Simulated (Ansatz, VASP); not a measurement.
In: VASP beside Ansatz

The input INCAR:

```
SYSTEM = In
PREC = Accurate
ENCUT = 520
EDIFF = 1E-6
ISMEAR = -1
SIGMA = 0.1
LREAL = .False.
LASPH = .True.
NELM = 60
ALGO = Normal
ISIF = 2
LWAVE = .False.
LCHARG = .False.
GGA = B5
ALDAX = 1.0
AGGAX = 1.0
AGGAC = 1.0
ALDAC = 0.0
NBANDS = 12
```

Contents of KPOINTS:

```
Automatic mesh
0
Gamma
  12 12 12
  0 0 0
```

Contents of POSCAR:

```
In
1.0
    0.0000000000      2.5915324930      2.5915324930
    2.5915324930      0.0000000000      2.5915324930
    2.5915324930      2.5915324930      0.0000000000
In
1
Direct
    0.0000000000      0.0000000000      0.0000000000
```

Input for Ansatz:

```yaml
crystal:
  lattice:
    - [0.0, 2.591532493, 2.591532493]
    - [2.591532493, 0.0, 2.591532493]
    - [2.591532493, 2.591532493, 0.0]
  atoms:
    - { symbol: In, position: [0.0, 0.0, 0.0] }
hamiltonian:
  xc: blyp
  pseudopotentials:
    kind: paw
    azcp:
      In: "pseudopotentials/In.paw.azcp"
basis:
  ecutwfc: 420
  fft_grid_basis: typed
kpoints:
  mp_grid: { grid: [12, 12, 12], shift: [0, 0, 0] }
magnetization:
  spin_polarized: false
scf:
  occupations: { method: fermi_dirac, width: 0.1 }
  lower_state_search: "off"
output:
  stress: true
```

Alike in both runs: task single point; functional BLYP; k mesh 12 × 12 × 12; occupations fermi-dirac, width 0.1 eV; no spin polarisation.

```csv
,VASP,Ansatz
version,VASP 6.6.1,Ansatz 0.2.0
potentials or method,"VASP PAW PBE potentials, release 64 (In_d), cutoff 520 eV","plane waves (420 eV) with PAW, scalar-relativistic"
valence electrons in the cell,13,13
```

```tsv
	VASP	Ansatz	Ansatz less VASP
pressure (GPa)	-1.9	-1.9	+0.06
```

VASP's potentials were made for PBE, not for BLYP. With one functional, cell and mesh, what is left measures potentials, basis and numerics.
